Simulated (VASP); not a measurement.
# TaN (P6_3mc) in VASP: notebook, part 3 of 3

VASP 6.6.1. Earlier steps stand in the parts before.

### 4 Electric field gradients, PBE (volume scaled by 1.04)

INCAR

```
SYSTEM = TaN
ALGO = Normal ; EDIFF = 1E-8
ENCUT = 520 ; GGA = PE
ISIF = 2 ; ISMEAR = -1
LASPH = .True. ; LCHARG = .False.
LEFG = .True. ; LREAL = .False.
LWAVE = .False. ; NBANDS = 24
NELM = 60 ; PREC = Accurate
SIGMA = 0.01
```

KPOINTS

```
k-points
0
Gamma
  9 9 5
  0 0 0
```

POSCAR

```
TaN
1.0
    3.0901372865      0.0000000000      0.0000000000
   -1.5450686433      2.6761373914      0.0000000000
    0.0000000000      0.0000000000      5.0050074549
Ta N
2 2
Direct
    0.3333333333      0.6666666667      0.0000000000
    0.6666666667      0.3333333333      0.5000000000
    0.3333333333      0.6666666667      0.3850000000
    0.6666666667      0.3333333333      0.8850000000
```

Potentials or basis: VASP PAW PBE potentials, release 64 (Ta_pv, N).

Command:

```bash
cat potpaw_PBE.64/Ta_pv/POTCAR potpaw_PBE.64/N/POTCAR > POTCAR
mpirun -np 1 vasp_std > vasp.out
```

OUTCAR:

```text
SYSTEM = TaN
   EDIFF = 1E-8
   ENCUT = 520
   GGA = PE
   ISIF = 2
   ISMEAR = -1
   LASPH = .True.
   LREAL = .False.
   NELM = 60
   PREC = Accurate

 ion  position               nearest neighbor table
   1  0.333  0.667  0.000-   4 1.87   4 1.87   4 1.87   3 1.93   2 3.07   2 3.07   2 3.07   2 3.07
                             2 3.07   2 3.07
   2  0.667  0.333  0.500-   3 1.87   3 1.87   3 1.87   4 1.93   1 3.07   1 3.07   1 3.07   1 3.07
                             1 3.07   1 3.07
   3  0.333  0.667  0.385-   2 1.87   2 1.87   2 1.87   1 1.93
   4  0.667  0.333  0.885-   1 1.87   1 1.87   1 1.87   2 1.93

  LATTYP: Found a hexagonal cell.
 ALAT       =     3.0901372865
 C/A-ratio  =     1.6196715521

  Lattice vectors:

 A1 = (   3.0901372865,   0.0000000000,   0.0000000000)
 A2 = (  -1.5450686433,   2.6761373914,   0.0000000000)
 A3 = (   0.0000000000,   0.0000000000,   5.0050074549)

Analysis of symmetry for initial positions (statically):
=====================================================================
 Subroutine PRICEL returns:
 Original cell was already a primitive cell.

 Routine SETGRP: Setting up the symmetry group for a
 hexagonal supercell.

 Subroutine GETGRP returns: Found 12 space group operations
 (whereof  6 operations were pure point group operations)
 out of a pool of 24 trial point group operations.

The static configuration has the point symmetry C_3v.
 The point group associated with its full space group is C_6v.

Analysis of symmetry for dynamics (positions and initial velocities):
=====================================================================
 Subroutine PRICEL returns:
 Original cell was already a primitive cell.

 Routine SETGRP: Setting up the symmetry group for a
 hexagonal supercell.

 Subroutine GETGRP returns: Found 12 space group operations
 (whereof  6 operations were pure point group operations)
 out of a pool of 24 trial point group operations.

The dynamic configuration has the point symmetry C_3v.
 The point group associated with its full space group is C_6v.

 Subroutine INISYM returns: Found 12 space group operations
 (whereof  6 operations are pure point group operations),
 and found     1 'primitive' translations

----------------------------------------------------------------------------------------

                                     Primitive cell

  volume of cell :      41.3896

  direct lattice vectors                    reciprocal lattice vectors
     3.090137287  0.000000000  0.000000000     0.323610218  0.186836446  0.000000000
    -1.545068643  2.676137391  0.000000000     0.000000000  0.373672893  0.000000000
     0.000000000  0.000000000  5.005007455     0.000000000  0.000000000  0.199799902

  length of vectors
     3.090137287  3.090137287  5.005007455     0.373672893  0.373672893  0.199799902

  position of ions in fractional coordinates (direct lattice)
     0.333333333  0.666666667  0.000000000
     0.666666667  0.333333333  0.500000000
     0.333333333  0.666666667  0.385000000
     0.666666667  0.333333333  0.885000000

[... 92 lines left out ...]
   EFERMI =   0.00;   METHOD = LEGACY
   ISMEAR =    -1;   SIGMA  =   0.01  broadening in eV -4-tet -1-fermi 0-gaus
   EFERMI_NEDOS =   21; number of points for ismear=-14 and -15
   IALGO  =     38    algorithm
   IMIX   =      4    mixing-type and parameters
     AMIX     =   0.40;   BMIX     =  1.00
     AMIX_MAG =   1.60;   BMIX_MAG =  1.00
  volume/ion in A,a.u.               =      10.35        69.83
  Fermi-wavevector in a.u.,A,eV,Ry     =   1.502546  2.839401 30.717129  2.257645
  Thomas-Fermi vector in A             =   2.613773
   LORBIT       =      0    0 simple, 1 ext, 2 COOP (PROOUT), +10 PAW based schemes
   GGA     = PE    functional components
   LHFCALC =     F    Hartree Fock is set to
   AEXX    =    0.0000 exact exchange contribution
   IVDW    =     0    specifies the selected vdW correction
   LEPSILON=     F    determine dielectric tensor
   LRPA    =     F    only Hartree local field effects (RPA)
 non-spin polarized calculation
  energy-cutoff  :      520.00
  volume of cell :       41.39
 maximum number of plane-waves:      1128
 NGX is ok and might be reduce to    24
   NGX = 11   NGY = 11   NGZ = 19

 number of electron      32.0000000 magnetization

 Free energy of the ion-electron system (eV)
  ---------------------------------------------------
  ext. energy  EPLUGINS =         0.00000000
  ---------------------------------------------------
  free energy    TOTEN  =       -38.91579724 eV

  energy without entropy =      -38.91475737  energy(sigma->0) =      -38.91527731

 E-fermi :   9.3984     XC(G=0): -13.3265

 val. band max:        9.3405449694   @ k =   0.2222   0.0000   0.0000
 cond. band min:       9.4056478579   @ k =   0.1111   0.0000   0.4000
 fundamental gap:      0.0651028885
 Fermi energy:         9.3983802957

 k-point     1 :       0.0000    0.0000    0.0000
  band No.  band energies     occupation
      1     -26.6725      2.00000
      2     -25.7116      2.00000
      3     -25.7116      2.00000
      4     -25.5457      2.00000
      5     -25.5457      2.00000
      6     -25.4961      2.00000
[... 637 lines left out ...]
     23      16.5353      0.00000
     24      16.5353      0.00000

 [... further k-points ...]

------------------------ aborting loop because EDIFF is reached ----------------------------------------

  FORCE on cell =-STRESS in cart. coord.  units (eV):
  Direction    XX          YY          ZZ          XY          YZ          ZX
  --------------------------------------------------------------------------------------
  -------------------------------------------------------------------------------------
  Total       31.0187156     31.0187156     25.5556622     -0.0000000     -0.0000000      0.0000000
  in kB     1200.7248091   1200.7248092    989.2517172     -0.0000000     -0.0000000      0.0000000
  external PRESSURE =    1130.2337785 kB  Pullay stress =       0.0000000 kB

 VOLUME and BASIS-vectors are now :
 -----------------------------------------------------------------------------
  energy-cutoff  :      520.00
  volume of cell :       41.39
      direct lattice vectors                 reciprocal lattice vectors
     3.090137287  0.000000000  0.000000000     0.323610218  0.186836446  0.000000000
    -1.545068643  2.676137391  0.000000000     0.000000000  0.373672893  0.000000000
     0.000000000  0.000000000  5.005007455     0.000000000  0.000000000  0.199799902

 POSITION                                       TOTAL-FORCE (eV/Angst)
 -----------------------------------------------------------------------------------
     -0.00000      1.78409      0.00000        -0.000000     -0.000000      2.236429
      1.54507      0.89205      2.50250         0.000000      0.000000      2.236429
     -0.00000      1.78409      1.92693        -0.000000      0.000000     -2.236429
      1.54507      0.89205      4.42943        -0.000000      0.000000     -2.236429
 -----------------------------------------------------------------------------------
    total drift:                               -0.000000      0.000000     -0.000072

  FREE ENERGIE OF THE ION-ELECTRON SYSTEM (eV)
  ---------------------------------------------------
  free  energy   TOTEN  =       -38.9157972373 eV

  energy  without entropy=      -38.9147573728  energy(sigma->0) =      -38.91527731

 Electric field gradients (V/A^2)
---------------------------------------------------------------------
 ion       V_xx      V_yy      V_zz      V_xy      V_xz      V_yz
---------------------------------------------------------------------
   1     -59.607   -59.608   119.215    -0.000     0.000    -0.000
   2     -59.607   -59.608   119.215    -0.000    -0.000     0.000
   3      -5.268    -5.268    10.536     0.000     0.000    -0.000
   4      -5.268    -5.268    10.536     0.000    -0.000     0.000
---------------------------------------------------------------------

 Electric field gradients after diagonalization (V/A^2)
 (convention: |V_zz| > |V_xx| > |V_yy|)
----------------------------------------------------------------------
 ion       V_xx      V_yy      V_zz     asymmetry (V_yy - V_xx)/ V_zz
----------------------------------------------------------------------
   1     -59.608   -59.607   119.215       0.000
   2     -59.608   -59.607   119.215       0.000
   3      -5.268    -5.268    10.536       0.000
   4      -5.268    -5.268    10.536       0.000
----------------------------------------------------------------------

           NMR quadrupolar parameters

 Cq : quadrupolar parameter    Cq=e*Q*V_zz/h
 eta: asymmetry parameters     (V_yy - V_xx)/ V_zz
 Q  : nuclear electric quadrupole moment in mb (millibarn)
----------------------------------------------------------------------
 ion       Cq(MHz)       eta       Q (mb)
----------------------------------------------------------------------
   1       0.288       0.000       1.000
   2       0.288       0.000       1.000
   3       0.025       0.000       1.000
   4       0.025       0.000       1.000
----------------------------------------------------------------------
```

OSZICAR:

```text
N       E                     dE             d eps       ncg     rms          rms(c)
DAV:   1     0.290692256360E+03    0.29069E+03   -0.17837E+04  1728   0.143E+03
DAV:   2    -0.316274388225E+02   -0.32232E+03   -0.30737E+03  2064   0.424E+02
DAV:   3    -0.459304091472E+02   -0.14303E+02   -0.14124E+02  2136   0.891E+01
DAV:   4    -0.460658187490E+02   -0.13541E+00   -0.13535E+00  1928   0.926E+00
DAV:   5    -0.460672235300E+02   -0.14048E-02   -0.14046E-02  2216   0.824E-01    0.557E+01
DAV:   6    -0.390144369479E+02    0.70528E+01   -0.24815E+01  2016   0.379E+01    0.234E+01
DAV:   7    -0.389537691668E+02    0.60668E-01   -0.96080E-01  1808   0.778E+00    0.130E+01
DAV:   8    -0.389206726138E+02    0.33097E-01   -0.57189E-02  2128   0.173E+00    0.158E+00
DAV:   9    -0.389157029251E+02    0.49697E-02   -0.13274E-02  2080   0.797E-01    0.150E-01
DAV:  10    -0.389158031093E+02   -0.10018E-03   -0.61342E-04  1992   0.202E-01    0.420E-02
DAV:  11    -0.389157979709E+02    0.51384E-05   -0.22208E-05  2168   0.354E-02    0.116E-02
DAV:  12    -0.389157975873E+02    0.38357E-06   -0.16289E-06  1976   0.120E-02    0.404E-03
DAV:  13    -0.389157972407E+02    0.34659E-06   -0.23554E-07  2032   0.381E-03    0.209E-03
DAV:  14    -0.389157972373E+02    0.34215E-08   -0.18928E-08  1520   0.129E-03
   1 F= -.38915797E+02 E0= -.38915277E+02  d E =-.103986E-02
```

stdout:

```text
POSCAR found type information on POSCAR TaN
 POSCAR found :  2 types and       4 ions
 scaLAPACK will be used
 LDA part: xc-table for (Slater+PW92), standard interpolation
 POSCAR, INCAR and KPOINTS ok, starting setup
 FFT: planning ... GRIDC
 FFT: planning ... GRID_SOFT
 FFT: planning ... GRID
 WAVECAR not read
 entering main loop
ion   1

ion   2

ion   3

ion   4
```

Wall time 52 s (1 thread of Intel Xeon 8259CL, shared host); peak memory 0.18 GiB.

Results:

* Free energy: -38.9158 eV
* Pressure: 113.0 GPa
* Largest force: 2.236 eV/Å
* Band gap on the k mesh: zero (band 16 reaches 9.91 eV, above the bottom of band 17 at 7.78 eV)

Forces in eV/Å, atoms in the order of the input:
```
Ta   0.000  0.000  2.236
Ta   0.000  0.000  2.236
N    0.000  0.000 -2.236
N    0.000  0.000 -2.236
```

Stress tensor (GPa, compression positive):
```
120.07   0.00   0.00
  0.00 120.07   0.00
  0.00   0.00  98.93
```

Levels at points of the mesh, in eV from the Fermi level:
```tsv
k point	band 13	band 14	band 15	band 16	band 17	band 18	band 19	band 20
(0.00, 0.00, 0.00)	-7.70	-7.56	-0.81	-0.81	-0.47	1.99	2.51	2.51
```

Electric field gradients, principal values (V/Å²):
| atom | least | middle | greatest (by size) |
| --- | --- | --- | --- |
| 1 Ta | -59.607 | -59.608 | 119.215 |
| 2 Ta | -59.607 | -59.608 | 119.215 |
| 3 N | -5.268 | -5.268 | 10.536 |
| 4 N | -5.268 | -5.268 | 10.536 |

Caveat: without QUAD_EFG the Cq values of the log hold for a quadrupole moment of 1 mb, not for the nuclei; spin-orbit coupling is left out, which moves the levels of the heavy elements; forces of over 1 eV/Å act on the atoms, so gaps and moduli don't describe the material at rest.
